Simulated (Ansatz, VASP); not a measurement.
# Si2Mo in VASP and in Ansatz

```
Si Mo
1.0
    -1.61060    1.61060    3.95653
     1.61060   -1.61060    3.95653
     1.61060    1.61060   -3.95653
Si Mo
2 1
Direct
  0.33300 0.33300 0.00000
  0.66700 0.66700 0.00000
  0.00000 0.00000 0.00000
```

Alike in both runs: task single point; functional PBE; k mesh 13 × 13 × 13; occupations fermi-dirac, width 0.05 eV; no spin polarisation.

```csv
,VASP,Ansatz
version,VASP 6.6.1,Ansatz 0.2.0
potentials or method,"VASP PAW PBE potentials, release 64 (Si, Mo_sv), cutoff 520 eV","plane waves, PAW"
valence electrons in the cell,22,22
```

```tsv
	VASP	Ansatz	Ansatz less VASP
pressure (GPa)	-1.7	-1.9	-0.17
traceless stress, the component that is largest in VASP (GPa)	-1.16	-1.15	+0.006
```

With one functional, cell and mesh, what is left measures potentials, basis and numerics. Ansatz's warnings: stress scf threshold loose.
